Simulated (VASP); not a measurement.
The system is Cs.

```
Cs
1.0
     4.92260    0.00000    0.00000
     0.00000    4.92260    0.00000
     0.00000    0.00000    4.92260
Cs
1
Direct
  0.00000 0.00000 0.00000
```

```yaml
Program: VASP 6.6.1
Task: relaxation of cell and atoms
Functional: PBE
Potentials_or_basis: VASP PAW PBE potentials, release 64 (Cs_sv)
Cutoff: 600 eV
k_mesh: 7 × 7 × 7
Occupations: fermi-dirac, width 0.1 eV
Spin: no spin polarisation
```

At the start: pressure 0.1 GPa; volume 119.28 Å³/atom.

How do energy, volume and symmetry change on relaxing?

Over 4 steps the energy falls by 3.1 meV/atom and the volume is 128.10 Å³/atom (+7.4 %); space group Pm-3m (No. 221, to 0.05 Å).

Step by step:
| step | energy change (eV) | largest force (eV/Å) | pressure (GPa) | volume (Å³) |
| --- | --- | --- | --- | --- |
| 1 | 0.0000 | 0.0000 | 0.12 | 119.28 |
| 2 | -0.0011 | 0.0000 | 0.10 | 120.87 |
| 3 | -0.0029 | 0.0000 | 0.03 | 125.70 |
| 4 | -0.0031 | 0.0000 | 0.00 | 128.10 |

Final structure:
```cif
data_structure
_symmetry_space_group_name_H-M 'P 1'
_symmetry_Int_Tables_number 1
_cell_length_a 5.0410
_cell_length_b 5.0410
_cell_length_c 5.0410
_cell_angle_alpha 90.000
_cell_angle_beta 90.000
_cell_angle_gamma 90.000
_cell_volume 128.10
loop_
_atom_site_label
_atom_site_type_symbol
_atom_site_fract_x
_atom_site_fract_y
_atom_site_fract_z
_atom_site_occupancy
Cs1 Cs 0.00000 0.00000 0.00000 1
```
